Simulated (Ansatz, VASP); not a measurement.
Two plane-wave programs on Ag4O3

```
Ag O
1.0
     4.87367    0.00000    0.00000
     0.00000    4.87367    0.00000
     0.00000    0.00000    4.87367
Ag O
4 3
Direct
  0.72069 0.72069 0.72069
  0.27931 0.27931 0.72069
  0.27931 0.72069 0.27931
  0.72069 0.27931 0.27931
  0.00000 0.00000 0.50000
  0.50000 0.00000 0.00000
  0.00000 0.50000 0.00000
```

Change from the starting cell: species swapped into the Ge3As4 type (P-43m, No. 215).

Alike in both runs: task relaxation of cell and atoms; functional PBE; k mesh 8 × 8 × 8; occupations gaussian, width 0.1 eV; no spin polarisation.

|  | VASP | Ansatz |
| --- | --- | --- |
| version | VASP 6.6.1 | Ansatz 0.2.0 |
| potentials or method | VASP PAW PBE potentials, release 64 (Ag, O), cutoff 600 eV | scalar-relativistic, plane waves, PAW |
| valence electrons in the cell | 62 | 94 |

```tsv
	VASP	Ansatz	Ansatz less VASP
gap on the k mesh at the Fermi level, each at its own relaxed structure (eV)	none	none	-
relaxed volume (Å³/atom)	15.57	15.59	+0.025
relaxed length of the cell vector where the two differ most in proportion (Å)	4.777	4.779	+0.0025
```

A gap of «none» marks a metal or a gap that the smearing closes. VASP's potentials hold 62 valence electrons a cell and Ansatz's 94, so a difference there can come from the potentials and not from the codes.
